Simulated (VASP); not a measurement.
Here is a VASP 6.6.1 calculation.

The input INCAR:

```
SYSTEM = Be3CdS2
ALGO = Normal
EDIFF = 1E-6
ENCUT = 600
GGA = PE
GGA_COMPAT = .False.
ISIF = 2
ISMEAR = 0
LASPH = .True.
LCHARG = .True.
LELF = .True.
LREAL = .False.
LVHAR = .True.
LWAVE = .False.
NBANDS = 24
NELM = 120
PREC = Accurate
SIGMA = 0.1
```

Contents of KPOINTS:

```
k-points
0
Gamma
  12 12 12
  0 0 0
```

Contents of POSCAR:

```
Be3CdS2
1.0
    5.5976008802      0.0000000000      0.0000000000
   -2.7988004401      4.8476645625      0.0000000000
    0.0000000000      0.0000000000      3.1419400480
Be Cd S
3 1 2
Direct
    0.5000000000      0.5000000000      0.5000000000
    0.5000000000      0.0000000000      0.5000000000
    0.0000000000      0.5000000000      0.5000000000
    0.0000000000      0.0000000000      0.5000000000
    0.6666666667      0.3333333333      0.0000000000
    0.3333333333      0.6666666667      0.0000000000
```

Potentials or basis: VASP PAW PBE potentials, release 64 (Be, Cd, S).

The run is started by

```sh
$ cat potpaw_PBE.64/Be/POTCAR potpaw_PBE.64/Cd/POTCAR potpaw_PBE.64/S/POTCAR > POTCAR
$ mpirun -np 1 vasp_std > vasp.out
```

(1) Estimate the pressure.

(2) Predict the band gap on the k mesh.

## Answers

(1) 0.0 GPa.

(2) zero (bands 15 and 16 overlap by 2.30 eV).
